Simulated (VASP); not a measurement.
Wanted: the native input for a VASP 6.6.1 run.

* Task: single point
* Functional: r2SCAN
* Potentials or basis: VASP PAW PBE potentials, release 64 (Sb)
* Cutoff: 520 eV
* k mesh: 9 × 9 × 9
* Occupations: gaussian, width 0.01 eV
* Spin: no spin polarisation
* Dipole correction: no
* Further INCAR settings: ALGO = Normal; EDIFF = 1e-06; NBANDS = 12

The system is Sb.

```
Sb
1.0
     2.17060    1.25320    3.87109
    -2.17060    1.25320    3.87109
     0.00000   -2.50640    3.87109
Sb
2
Cartesian
  0.0000 0.0000 2.6862
  0.0000 0.0000 8.9271
```

One way to write it, as run:

POSCAR

```
Sb
1.0
    2.1706020527      1.2531976795      3.8710910875
   -2.1706020527      1.2531976795      3.8710910875
    0.0000000000     -2.5063953589      3.8710910875
Sb
2
Direct
    0.2313018333      0.2313018333      0.2313018333
    0.7686981667      0.7686981667      0.7686981667
```

INCAR.step1

```
  PREC = Accurate
  ENCUT = 520
  ISMEAR = 0
  SIGMA = 0.01
  LREAL = False
  LASPH = True
  NELM = 60
  NBANDS = 12
  GGA = PE
  ALGO = Normal
  EDIFF = 1E-4
  LWAVE = True
  LCHARG = False
```

INCAR.step2

```
  PREC = Accurate
  ENCUT = 520
  EDIFF = 1E-6
  ISMEAR = 0
  SIGMA = 0.01
  LREAL = False
  LASPH = True
  NELM = 60
  ALGO = Normal
  ISIF = 2
  LWAVE = False
  LCHARG = False
  METAGGA = R2SCAN
  LMIXTAU = True
  NBANDS = 12
  ISTART = 1
```

KPOINTS

```
regular mesh
0
Gamma
  9 9 9
```

Potentials or basis: VASP PAW PBE potentials, release 64 (Sb).

Run with:

```sh
$ cat potpaw_PBE.64/Sb/POTCAR > POTCAR
$ cp INCAR.step1 INCAR
$ mpirun -np 1 vasp_std > vasp.out
$ cp INCAR.step2 INCAR
$ mpirun -np 1 vasp_std > vasp.out
```

It gave:

| Item | Value |
| --- | --- |
| Pressure | 0.1 GPa |
| Largest force | 0.048 eV/Å |
| Band gap on the k mesh | 0.13 eV, indirect (least direct gap 0.58 eV) |

Caveat: the PAW data sets were made with another functional, which shifts forces and pressure a little; spin-orbit coupling is left out, which moves the levels of the heavy elements.

It took 88 s on 1 thread of Intel(R) Xeon(R) 6975P-C (Granite Rapids), with other jobs on the host, peak memory 0.24 GiB.
